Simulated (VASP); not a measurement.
Here is a VASP 6.6.1 calculation.

Contents of INCAR:

```
SYSTEM = Rb
ALGO = Fast
EDIFF = 1E-6
ENCUT = 520
GGA = PS
ISIF = 2
ISMEAR = 0
LASPH = .True.
LCHARG = .True.
LELF = .True.
LREAL = .False.
LVHAR = .True.
LWAVE = .False.
NBANDS = 16
NELM = 60
PREC = Accurate
SIGMA = 0.1
```

File KPOINTS:

```
k-points
0
Gamma
  10 10 10
  0 0 0
```

File POSCAR:

```
Rb
1.0
    5.6764456429      0.0000000000      0.0000000000
    0.0000000000      5.6764456429      0.0000000000
    0.0000000000      0.0000000000      5.3489741983
Rb
2
Direct
    0.0000000000      0.0000000000      0.0000000000
    0.5000000000      0.5000000000      0.5000000000
```

Potentials or basis: VASP PAW PBE potentials, release 64 (Rb_sv).

Run with:

```bash
$ cat potpaw_PBE.64/Rb_sv/POTCAR > POTCAR
$ mpirun -np 1 vasp_std > vasp.out
```

Q: What does it give for the pressure?

A: 0.0 GPa.

Q: Predict the band gap on the k mesh.

A: Zero (band 9 reaches 1.36 eV, above the bottom of band 10 at -0.61 eV).

Caveat: the cell differs from its parent crystal (uniaxial strain along c: -4.0 %, then relaxed in part); the PAW data sets were made with another functional, which shifts forces and pressure a little.
